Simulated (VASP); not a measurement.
Input of a VASP 6.6.1 run:

The input INCAR:

```
SYSTEM = BaIr3
PREC = Accurate
ENCUT = 560
EDIFF = 1E-6
ISMEAR = 0
SIGMA = 0.1
LREAL = .False.
LASPH = .True.
NELM = 120
ALGO = Normal
ISIF = 2
LWAVE = .False.
LCHARG = .False.
GGA = PE
NBANDS = 38
GGA_COMPAT = .False.
```

Contents of KPOINTS:

```
Automatic mesh
0
Gamma
  4 4 4
  0 0 0
```

POSCAR

```
BaIr3
1.0
    4.2383974027      0.0000000000      0.0000000000
    0.0000000000      4.2383974027      0.0000000000
    0.0000000000      0.0000000000      4.2383974027
Ba Ir
1 3
Direct
    0.0000000000      0.0000000000      0.0000000000
    0.0000000000      0.5000000000      0.5000000000
    0.5000000000      0.0000000000      0.5000000000
    0.5000000000      0.5000000000      0.0000000000
```

Potentials or basis: VASP PAW PBE potentials, release 64 (Ba_sv, Ir_sv_GW).

Launch:

```console
$ cat potpaw_PBE.64/Ba_sv/POTCAR potpaw_PBE.64/Ir_sv_GW/POTCAR > POTCAR
$ mpirun -np 1 vasp_std > vasp.out
```

(1) What does it give for the pressure?

(2) What does it give for the band gap on the k mesh?

Answers

(1) 1.0 GPa.

(2) zero (an odd number of electrons rules out a gap without spin polarisation).

Caveat: the k points lie up to 0.37 Å⁻¹ apart, too coarse for converged energies and pressures of a metal; spin-orbit coupling is left out, which moves the levels of the heavy elements.
